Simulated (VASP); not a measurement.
A run of VASP 6.6.1 is set up as follows.

File INCAR:

```
SYSTEM = PtSe2
PREC = Accurate
ENCUT = 520
EDIFF = 1E-6
ISMEAR = -1
SIGMA = 0.05
LREAL = .FALSE.
LASPH = .TRUE.
NELM = 150
ALGO = Normal
ISIF = 2
LWAVE = .FALSE.
LCHARG = .FALSE.
MAGMOM = 0 0 0 0 0 0 0 0 0
LORBIT = 11
LSORBIT = .TRUE.
GGA_COMPAT = .FALSE.
LORBMOM = .TRUE.
LMAXMIX = 4
GGA = PE
NBANDS = 35
```

The input KPOINTS:

```
regular mesh
0
G
  8 8 5
  0 0 0
```

File POSCAR:

```
PtSe2
1.0
    3.7970381507      0.0000000000      0.0000000000
   -1.8985190754      3.2883314977      0.0000000000
    0.0000000000      0.0000000000      5.1612801071
Pt Se
1 2
Direct
    0.0000000000      0.0000000000      0.0000000000
    0.6666666667      0.3333333333      0.7500000000
    0.3333333333      0.6666666667      0.2500000000
```

Potentials or basis: VASP PAW PBE potentials, release 64 (Pt, Se).

The run is started by

```console
$ cat potpaw_PBE.64/Pt/POTCAR potpaw_PBE.64/Se/POTCAR > POTCAR
$ mpirun -np 1 vasp_ncl > vasp.out
```

Q: Predict the largest force.

A: 0.052 eV/Å.

Q: Estimate the net moment.

A: 0.00 μB per cell.

Q: Estimate the pressure.

A: 0.0 GPa.

Stress tensor (GPa, compression positive):
```
-0.25  0.00  0.00
 0.00 -0.25  0.00
 0.00  0.00  0.61
```
